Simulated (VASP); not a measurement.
Crystal: Os.

```
Os
1.0
     2.71329    0.00000    0.00000
    -1.35664    2.34978    0.00000
     0.00000    0.00000    4.29333
Os
2
Direct
  0.33333 0.66667 0.25000
  0.66667 0.33333 0.75000
```

Base run:

* Program: VASP 6.6.1
* Functional: LDA
* Potentials or basis: VASP PAW LDA potentials, release 64 (Os)
* Cutoff: 520 eV
* k mesh: 9 × 9 × 5
* Occupations: fermi-dirac, width 0.05 eV
* Spin: no spin polarisation

Its results: band gap on the k mesh zero (band 8 reaches 11.82 eV, above the bottom of band 9 at 7.85 eV); pressure 1.1 GPa.

Q: The run is repeated on the same cell with these changes: potentials or basis from VASP PAW LDA potentials, release 64 (Os) to VASP PAW LDA potentials, release 64 (Os_sv_GW); cutoff from 520 eV to 500 eV; further incar settings from ALGO = Normal; EDIFF = 1e-06; NBANDS = 15 to ALGO = Normal; EDIFF = 1e-06; NBANDS = 23; valence electrons from 16 to 32. What comes out?

A: Band gap on the k mesh zero (band 16 reaches 16.07 eV, above the bottom of band 17 at 12.08 eV); pressure -0.7 GPa.

Caveats: spin-orbit coupling is left out, which moves the levels of the heavy elements.
